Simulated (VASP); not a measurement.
# In (R-3m) in VASP: a series of runs, part 2 of 2

VASP 6.6.1. The steps go on from the part before.

**4. Single point, PBEsol**

The input, INCAR:

```
  ALGO = Normal
  EDIFF = 1E-6
  ENCUT = 520
  GGA = PS
  ISIF = 2
  ISMEAR = -1
  LASPH = T
  LCHARG = T
  LELF = T
  LREAL = F
  LVHAR = T
  LWAVE = F
  NBANDS = 26
  NELM = 60
  PREC = Accurate
  SIGMA = 0.15
```

The input, KPOINTS:

```
k-points
0
Gamma
  10 10 10
```

The input, POSCAR:

```
In
1.0
    1.6696400000      0.9639700000      8.2074600000
   -1.6696400000      0.9639700000      8.2074600000
    0.0000000000     -1.9279300000      8.2074600000
In
3
Direct
    0.0000000000      0.0000000000      0.0000000000
    0.7780100000      0.7780100000      0.7780100000
    0.2219900000      0.2219900000      0.2219900000
```

Potentials or basis: VASP PAW PBE potentials, release 64 (In_d).

Run with:

```sh
$ cat potpaw_PBE.64/In_d/POTCAR > POTCAR
$ mpirun -np 1 vasp_std > vasp.out
```

OUTCAR:

```text
EDIFF = 1E-6
   ENCUT = 520
   GGA = PS
   ISIF = 2
   ISMEAR = -1
   LASPH = T
   LREAL = F
   NELM = 60
   PREC = Accurate

 ion  position               nearest neighbor table
   1  0.000  0.000  0.000-   2 3.35   3 3.35   2 3.35   2 3.35   3 3.35   3 3.35
   2  0.778  0.778  0.778-   3 3.34   3 3.34   3 3.34   1 3.35   1 3.35   1 3.35
   3  0.222  0.222  0.222-   2 3.34   2 3.34   2 3.34   1 3.35   1 3.35   1 3.35

  LATTYP: Found a trigonal (rhomboedric) cell.
 ALAT       =     8.4308561571
 COS(alpha) =     0.9215609513

  Lattice vectors:

 A1 = (   1.6696400000,   0.9639700000,   8.2074600000)
 A2 = (  -1.6696400000,   0.9639700000,   8.2074600000)
 A3 = (   0.0000000000,  -1.9279300000,   8.2074600000)

Analysis of symmetry for initial positions (statically):
=====================================================================
 Subroutine PRICEL returns:
 Original cell was already a primitive cell.

 Routine SETGRP: Setting up the symmetry group for a
 trigonal (rhombohedral) supercell.

 Subroutine GETGRP returns: Found 12 space group operations
[... 159 lines left out ...]
  ---------------------------------------------------
  ext. energy  EPLUGINS =         0.00000000
  ---------------------------------------------------
  free energy    TOTEN  =        -8.99033009 eV

  energy without entropy =       -8.89222230  energy(sigma->0) =       -8.94127619

 E-fermi :   7.2570     XC(G=0): -10.3594

 val. band max:        7.2330566702   @ k =  -0.4000  -0.4000   0.2000
 cond. band min:       7.2641600259   @ k =  -0.3000   0.4000   0.2000
 fundamental gap:      0.0311033557
 Fermi energy:         7.2570250250

 k-point     1 :       0.0000    0.0000    0.0000
  band No.  band energies     occupation
      1      -7.3323      2.00000
      2      -7.3298      2.00000
      3      -7.2894      2.00000
      4      -7.2815      2.00000
      5      -7.2815      2.00000
      6      -7.2588      2.00000
[... 685 lines left out ...]
     25      12.6097      0.00000
     26      12.7028      0.00000

 [... further k-points ...]
[... 5 lines left out ...]
  --------------------------------------------------------------------------------------
  -------------------------------------------------------------------------------------
  Total       -0.7284324     -0.7284318     -0.3818039      0.0000000     -0.0000002      0.0000000
  in kB      -14.7249885    -14.7249752     -7.7180228      0.0000000     -0.0000031      0.0000000
  external PRESSURE =     -12.3893288 kB  Pullay stress =       0.0000000 kB

 VOLUME and BASIS-vectors are now :
 -----------------------------------------------------------------------------
  energy-cutoff  :      520.00
  volume of cell :       79.26
      direct lattice vectors                 reciprocal lattice vectors
     1.669640000  0.963970000  8.207460000     0.299465753  0.172896712  0.040613388
    -1.669640000  0.963970000  8.207460000    -0.299465753  0.172896712  0.040613388
     0.000000000 -1.927930000  8.207460000     0.000000000 -0.345793423  0.040613599

 POSITION                                       TOTAL-FORCE (eV/Angst)
 -----------------------------------------------------------------------------------
      0.00000      0.00000      0.00000         0.000000     -0.000000     -0.000000
      0.00000      0.00001     19.15646         0.000000     -0.000000     -0.023521
      0.00000      0.00000      5.46592         0.000000      0.000000      0.023521
 -----------------------------------------------------------------------------------
    total drift:                                0.000000      0.000000     -0.000000

  FREE ENERGIE OF THE ION-ELECTRON SYSTEM (eV)
  ---------------------------------------------------
  free  energy   TOTEN  =        -8.9903300862 eV

  energy  without entropy=       -8.8922222997  energy(sigma->0) =       -8.94127619
```

stdout:

```text
POSCAR found type information on POSCAR In
 POSCAR found :  1 types and       3 ions
 scaLAPACK will be used
 -----------------------------------------------------------------------------
|                                                                             |
|                                                                             |
|     You enforced a specific xc type in the INCAR file but a different       |
|     I HOPE YOU KNOW WHAT YOU ARE DOING!                                     |
|                                                                             |
 -----------------------------------------------------------------------------

 LDA part: xc-table for (Slater+PW92), standard interpolation
 POSCAR, INCAR and KPOINTS ok, starting setup
 FFT: planning ... GRIDC
 FFT: planning ... GRID_SOFT
 FFT: planning ... GRID
 WAVECAR not read
 entering main loop
```

It took 12 min on 1 thread of Intel Xeon Platinum 8488C (Sapphire Rapids), shared host; peak memory 0.62 GiB.

Results:

| Quantity | Value |
| --- | --- |
| Free energy | -8.9903 eV |
| Pressure | -1.2 GPa |
| Largest force | 0.024 eV/Å |
| Band gap on the k mesh | zero (an odd number of electrons rules out a gap without spin polarisation) |

Forces in eV/Å, atoms in the order of the input:
```
In   0.000  0.000  0.000
In   0.000  0.000 -0.024
In   0.000  0.000  0.024
```

Levels at points of the mesh, in eV from the Fermi level:
```csv
k point,band 15,band 16,band 17,band 18,band 19,band 20,band 21,band 22,band 23,band 24
"(0.00, 0.00, 0.00)",-14.27,-9.51,-7.07,-7.04,0.47,0.49,8.72,8.72,8.80,8.80
"(0.50, 0.00, 0.00)",-14.20,-4.78,-4.19,-3.03,-2.75,-1.16,-1.07,3.26,4.06,4.71
"(0.50, 0.50, 0.00)",-14.20,-4.53,-4.26,-3.50,-3.05,-0.43,-0.33,1.88,3.32,4.01
"(0.50, 0.50, 0.50)",-14.23,-8.92,-8.89,-4.38,-3.38,5.75,5.80,8.30,8.30,9.68
```

Caveat: the PAW data sets were made with another functional, which shifts forces and pressure a little; spin-orbit coupling is left out, which moves the levels of the heavy elements.

**5. The runs side by side**

```csv
level,potentials or basis,gap on the mesh (eV),pressure (GPa),largest force (eV/Å)
BLYP,"VASP PAW PBE potentials, release 64 (In_d)",none,5.8,0.02
LDA,"VASP PAW LDA potentials, release 64 (In_d)",none,-2.8,0.02
PBEsol,"VASP PAW PBE potentials, release 64 (In_d)",none,-1.2,0.02
```

Alike in all rows: task single point; no spin polarisation; cell as given; k mesh 10 × 10 × 10; cutoff (eV) 520; smearing fermi-dirac 0.15 eV.

Caveats: spin-orbit coupling is left out, which moves the levels of the heavy elements; the PAW data sets were made with another functional, which shifts forces and pressure a little (at least some runs); the cell stands under pressure (at least some runs).

Total energies depend on the potentials used, so only differences within one code and one set of settings carry meaning.

The gap in the log of VASP goes by the Fermi energy; the results here count the filled bands.